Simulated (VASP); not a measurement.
# CaF2 (Fm-3m) in VASP: single point with HF

Aim: the single point of CaF2 with HF.

Everything below comes from runs of VASP 6.6.1. Logs are shortened: lines on timing, memory, paths and dates and some standing lists are left out, and cuts for length are marked.

## (1) The cell of the first run

It takes space group Fm-3m (No. 225, cubic). Conventional cell: a = 5.439 Å, b = 5.439 Å, c = 5.439 Å, α = 90.00°, β = 90.00°, γ = 90.00°. Ca (site symmetry m-3m) has 8 F at 2.36 Å within 3.1 Å. F (site symmetry -43m) has 4 Ca at 2.36 Å and 6 F at 2.72 Å within 3.1 Å.

## (2) Single point, HF

POSCAR reads:

```
CaF2
1.0
    0.0000000000      2.7195928860      2.7195928860
    2.7195928860      0.0000000000      2.7195928860
    2.7195928860      2.7195928860      0.0000000000
Ca F
1 2
Direct
    0.0000000000      0.0000000000      0.0000000000
    0.2500000000      0.2500000000      0.2500000000
    0.7500000000      0.7500000000      0.7500000000
```

INCAR.step1 reads:

```
SYSTEM = CaF2
ALGO = Normal
EDIFF = 1E-5
ENCUT = 520
GGA = PE
GGA_COMPAT = .False.
ISIF = 2
ISMEAR = 0
LASPH = .True.
LCHARG = .False.
LREAL = .False.
LWAVE = .True.
NBANDS = 19
NELM = 120
PREC = Accurate
SIGMA = 0.01
```

INCAR.step2 reads:

```
SYSTEM = CaF2
AEXX = 1.0
AGGAC = 0.0
ALDAC = 0.0
ALGO = Normal
EDIFF = 1E-6
ENCUT = 520
GGA = PE
GGA_COMPAT = .False.
ISIF = 2
ISMEAR = 0
ISTART = 1
LASPH = .True.
LCHARG = .False.
LHFCALC = .True.
LREAL = .False.
LWAVE = .False.
NBANDS = 19
NELM = 120
PREC = Accurate
PRECFOCK = Normal
SIGMA = 0.01
```

KPOINTS reads:

```
k-points
0
Gamma
  6 6 6
  0 0 0
```

Potentials or basis: VASP PAW PBE potentials, release 64 (Ca_sv, F).

Started as:

```bash
$ cat potpaw_PBE.64/Ca_sv/POTCAR potpaw_PBE.64/F/POTCAR > POTCAR
$ cp INCAR.step1 INCAR
$ mpirun -np 1 vasp_std > vasp.out
$ cp INCAR.step2 INCAR
$ mpirun -np 1 vasp_std > vasp.out
```

OUTCAR:

```text
SYSTEM = CaF2
   AEXX = 1.0
   EDIFF = 1E-6
   ENCUT = 520
   GGA = PE
   ISIF = 2
   ISMEAR = 0
   ISTART = 1
   LASPH = .True.
   LHFCALC = .True.
   LREAL = .False.
   NELM = 120
   PREC = Accurate
   PRECFOCK = Normal

 ion  position               nearest neighbor table
   1  0.000  0.000  0.000-   3 2.36   2 2.36   3 2.36   2 2.36   3 2.36   3 2.36   2 2.36   2 2.36

   2  0.250  0.250  0.250-   1 2.36   1 2.36   1 2.36   1 2.36
   3  0.750  0.750  0.750-   1 2.36   1 2.36   1 2.36   1 2.36

  LATTYP: Found a face centered cubic cell.
 ALAT       =     5.4391857720

  Lattice vectors:

 A1 = (   0.0000000000,   2.7195928860,   2.7195928860)
 A2 = (   2.7195928860,   0.0000000000,   2.7195928860)
 A3 = (   2.7195928860,   2.7195928860,   0.0000000000)

Analysis of symmetry for initial positions (statically):
=====================================================================
 Subroutine PRICEL returns:
 Original cell was already a primitive cell.

 Routine SETGRP: Setting up the symmetry group for a
 face centered cubic supercell.

 Subroutine GETGRP returns: Found 48 space group operations
 (whereof 48 operations were pure point group operations)
 out of a pool of 48 trial point group operations.

The static configuration has the point symmetry O_h .

Analysis of symmetry for dynamics (positions and initial velocities):
=====================================================================
 Subroutine PRICEL returns:
 Original cell was already a primitive cell.

 Routine SETGRP: Setting up the symmetry group for a
 face centered cubic supercell.

 Subroutine GETGRP returns: Found 48 space group operations
 (whereof 48 operations were pure point group operations)
 out of a pool of 48 trial point group operations.

The dynamic configuration has the point symmetry O_h .

 Subroutine INISYM returns: Found 48 space group operations
 (whereof 48 operations are pure point group operations),
 and found     1 'primitive' translations

----------------------------------------------------------------------------------------

                                     Primitive cell

  volume of cell :      40.2292

  direct lattice vectors                    reciprocal lattice vectors
     0.000000000  2.719592886  2.719592886    -0.183851047  0.183851047  0.183851047
     2.719592886  0.000000000  2.719592886     0.183851047 -0.183851047  0.183851047
     2.719592886  2.719592886  0.000000000     0.183851047  0.183851047 -0.183851047

  length of vectors
     3.846085144  3.846085144  3.846085144     0.318439355  0.318439355  0.318439355

  position of ions in fractional coordinates (direct lattice)
     0.000000000  0.000000000  0.000000000
     0.250000000  0.250000000  0.250000000
     0.750000000  0.750000000  0.750000000

  ion indices of the primitive-cell ions
   primitive index   ion index
                 1           1
                 2           2
                 3           3

----------------------------------------------------------------------------------------

 KPOINTS: k-points

Automatic generation of k-mesh.
 Grid dimensions read from file:
 generate k-points for:    6    6    6

 Generating k-lattice:

  Cartesian coordinates                     Fractional coordinates (reciprocal lattice)
    -0.030641841  0.030641841  0.030641841     0.166666667  0.000000000  0.000000000
     0.030641841 -0.030641841  0.030641841     0.000000000  0.166666667  0.000000000
     0.030641841  0.030641841 -0.030641841     0.000000000  0.000000000  0.166666667

  Length of vectors
     0.053073226  0.053073226  0.053073226

  Shift w.r.t. Gamma in fractional coordinates (k-lattice)
     0.000000000  0.000000000  0.000000000

 Subroutine IBZKPT returns following result:
 ===========================================

 Found     16 irreducible k-points:

 Following reciprocal coordinates:
            Coordinates               Weight
  0.000000  0.000000  0.000000      1.000000
  0.166667  0.000000  0.000000      8.000000
  0.333333  0.000000  0.000000      8.000000
  0.500000  0.000000  0.000000      4.000000
  0.166667  0.166667  0.000000      6.000000
  0.333333  0.166667  0.000000     24.000000
[... 8 lines left out ...]
 -0.333333  0.333333  0.166667     24.000000
 -0.333333  0.500000  0.166667     12.000000
   k-points           NKPTS =     16   k-points in BZ     NKDIM =    216   number of bands    NBANDS=     19
   number of dos      NEDOS =    301   number of ions     NIONS =      3
   total plane-waves  NPLWV =  27000
   dimension x,y,z NGX =    30 NGY =   30 NGZ =   30
   dimension x,y,z NGXF=    60 NGYF=   60 NGZF=   60
   ions per type =               1   2
   NGX,Y,Z   is equivalent  to a cutoff of  12.97, 12.97, 12.97 a.u.
   NGXF,Y,Z  is equivalent  to a cutoff of  25.93, 25.93, 25.93 a.u.
 SYSTEM =  CaF2
   PREC   = accura    normal or accurate (medium, high low for compatibility)
   ISTART =      1    job   : 0-new  1-cont  2-samecut
   ICHARG =      0    charge: 1-file 2-atom 10-const
   ISPIN  =      1    spin polarized calculation?
   LNONCOLLINEAR =      F non collinear calculations
   LSORBIT =      F    spin-orbit coupling
   LASPH  =      T    aspherical Exc in radial PAW
   ENCUT  =  520.0 eV  38.22 Ry    6.18 a.u.   7.15  7.15  7.15*2*pi/ulx,y,z
   NELM   =    120;   NELMIN=  2; NELMDL=  0     # of ELM steps
   EDIFF  = 0.1E-05   stopping-criterion for ELM
   LREAL  =      F    real-space projection
   EDIFFG = 0.1E-04   stopping-criterion for IOM
   NSW    =      0    number of steps for IOM
   IBRION =     -1    ionic relax: 0-MD 1-quasi-New 2-CG
   NFREE  =      0    steps in history (QN), initial steepest desc. (CG)
   ISIF   =      2    stress and relaxation
   ISYM   =      3    0-nonsym 1-usesym 2-fastsym
   POTIM  = 0.5000    time-step for ionic-motion
   TEBEG  =    0.0;   TEEND  =   0.0 temperature during run
   PSTRESS=    0.0 pullay stress
   NELECT =      24.0000    total number of electrons
   NUPDOWN=      -1.0000    fix difference up-down
   EMIN   =  10.00;   EMAX   =-10.00  energy-range for DOS
   EFERMI =   0.00;   METHOD = LEGACY
   ISMEAR =     0;   SIGMA  =   0.01  broadening in eV -4-tet -1-fermi 0-gaus
   EFERMI_NEDOS =   21; number of points for ismear=-14 and -15
   IALGO  =     38    algorithm
   IMIX   =      1    mixing-type and parameters
     AMIX     =   0.40;   BMIX     =  1.00
     AMIX_MAG =   1.60;   BMIX_MAG =  1.00
  volume/ion in A,a.u.               =      13.41        90.49
  Fermi-wavevector in a.u.,A,eV,Ry     =   1.378155  2.604335 25.841692  1.899311
  Thomas-Fermi vector in A             =   2.503242
   LORBIT       =      0    0 simple, 1 ext, 2 COOP (PROOUT), +10 PAW based schemes
   GGA     = PE    functional components
   LHFCALC =     T    Hartree Fock is set to
   PRECFOCK=normal    Normal, Fast or Accurate (Low or Medium for compatibility)
   ENCUT4O =  -1.0   cutoff for four orbital integrals eV
   NKREDX  =     1    reduce k-point grid by
   NKREDY  =     1    reduce k-point grid by
   NKREDZ  =     1    reduce k-point grid by
   AEXX    =    1.0000 exact exchange contribution
   HFSCREEN=    0.0000 screening length (either q_TF or 0.3 A-1)
   HFSCREENC=   0.0000 screening length for correlation (either q_TF or 0.3 A-1)
   ENCUTFOCK=  -1.0 apply spherical cutoff to Coloumb kernel
   IVDW    =     0    specifies the selected vdW correction
   LEPSILON=     F    determine dielectric tensor
   LRPA    =     F    only Hartree local field effects (RPA)
 non-spin polarized calculation
 Gauss-broadening in eV      SIGMA  =   0.01
  energy-cutoff  :      520.00
  volume of cell :       40.23
 maximum number of plane-waves:      1106
 NGX is ok and might be reduce to    30
  NGX = 24; NGY = 24; NGZ = 24

 number of electron      23.9999983 magnetization

 Free energy of the ion-electron system (eV)
  ---------------------------------------------------
  ext. energy  EPLUGINS =         0.00000000
  ---------------------------------------------------
  free energy    TOTEN  =       -31.84769388 eV

  energy without entropy =      -31.84769388  energy(sigma->0) =      -31.84769388

 E-fermi :  -7.9013     XC(G=0):   0.0000

 val. band max:       -8.0856163861   @ k =   0.5000   0.5000   0.0000
 cond. band min:      10.9296147443   @ k =   0.0000   0.0000   0.0000
 fundamental gap:     19.0152311303
 Fermi energy:        -7.9012514438

 k-point     1 :       0.0000    0.0000    0.0000
  band No.  band energies     occupation
      1     -51.3367      2.00000
      2     -34.2735      2.00000
      3     -33.3798      2.00000
      4     -26.4303      2.00000
      5     -26.4303      2.00000
      6     -26.4303      2.00000
[... 11 lines left out ...]
     18      18.4666      0.00000
     19      21.2163      0.00000

 k-point     2 :       0.1667    0.0000    0.0000
  band No.  band energies     occupation
      1     -51.3248      2.00000
      2     -34.2847      2.00000
      3     -33.4576      2.00000
      4     -26.4481      2.00000
      5     -26.4481      2.00000
      6     -26.3652      2.00000
[... 11 lines left out ...]
     18      18.3679      0.00000
     19      20.1289      0.00000

 k-point     3 :       0.3333    0.0000    0.0000
  band No.  band energies     occupation
      1     -51.3008      2.00000
      2     -34.2466      2.00000
      3     -33.6817      2.00000
      4     -26.4833      2.00000
      5     -26.4833      2.00000
      6     -26.2149      2.00000
[... 11 lines left out ...]
     18      18.1782      0.00000
     19      19.0861      0.00000

 k-point     4 :       0.5000    0.0000    0.0000
  band No.  band energies     occupation
      1     -51.2887      2.00000
      2     -34.1507      2.00000
      3     -33.8738      2.00000
      4     -26.5006      2.00000
      5     -26.5006      2.00000
      6     -26.1305      2.00000
[... 231 lines left out ...]
     18      18.4378      0.00000
     19      20.6409      0.00000

 k-point    15 :      -0.3333    0.3333    0.1667
  band No.  band energies     occupation
      1     -51.2769      2.00000
      2     -34.0870      2.00000
      3     -34.0185      2.00000
      4     -26.5711      2.00000
      5     -26.3057      2.00000
      6     -26.2219      2.00000
[... 11 lines left out ...]
     18      19.0654      0.00000
     19      20.2293      0.00000

 k-point    16 :      -0.3333    0.5000    0.1667
  band No.  band energies     occupation
      1     -51.2729      2.00000
      2     -34.2187      2.00000
      3     -33.9038      2.00000
      4     -26.6044      2.00000
      5     -26.4160      2.00000
      6     -26.0769      2.00000
[... 11 lines left out ...]
     18      20.1345      0.00000
     19      20.4075      0.00000

------------------------ aborting loop because EDIFF is reached ----------------------------------------

  FORCE on cell =-STRESS in cart. coord.  units (eV):
  Direction    XX          YY          ZZ          XY          YZ          ZX
  --------------------------------------------------------------------------------------
  -------------------------------------------------------------------------------------
  Total        1.1802701      1.1802701      1.1802701      0.0000000      0.0000000      0.0000000
  in kB       47.0056747     47.0056747     47.0056747      0.0000000      0.0000000      0.0000000
  external PRESSURE =      47.0056747 kB  Pullay stress =       0.0000000 kB

 VOLUME and BASIS-vectors are now :
 -----------------------------------------------------------------------------
  energy-cutoff  :      520.00
  volume of cell :       40.23
      direct lattice vectors                 reciprocal lattice vectors
     0.000000000  2.719592886  2.719592886    -0.183851047  0.183851047  0.183851047
     2.719592886  0.000000000  2.719592886     0.183851047 -0.183851047  0.183851047
     2.719592886  2.719592886  0.000000000     0.183851047  0.183851047 -0.183851047

 POSITION                                       TOTAL-FORCE (eV/Angst)
 -----------------------------------------------------------------------------------
      0.00000      0.00000      0.00000         0.000000     -0.000000      0.000000
      1.35980      1.35980      1.35980         0.000000      0.000000      0.000000
      4.07939      4.07939      4.07939        -0.000000     -0.000000     -0.000000
 -----------------------------------------------------------------------------------
    total drift:                                0.000000     -0.000000     -0.000000

  FREE ENERGIE OF THE ION-ELECTRON SYSTEM (eV)
  ---------------------------------------------------
  free  energy   TOTEN  =       -31.8476938830 eV

  energy  without entropy=      -31.8476938830  energy(sigma->0) =      -31.84769388
```

Run time: 68 min. Hardware: 1 thread of Intel Xeon Platinum 8488C (Sapphire Rapids), shared host; peak memory 0.19 GiB.

Results:

```
Free energy            : -31.8477 eV
Pressure               : 4.7 GPa
Band gap on the k mesh : 19.02 eV (least direct gap 19.31 eV)
```

Caveat: the cell stands under pressure; the PAW data sets were made with another functional, which shifts forces and pressure a little. A k mesh can miss the band edges.
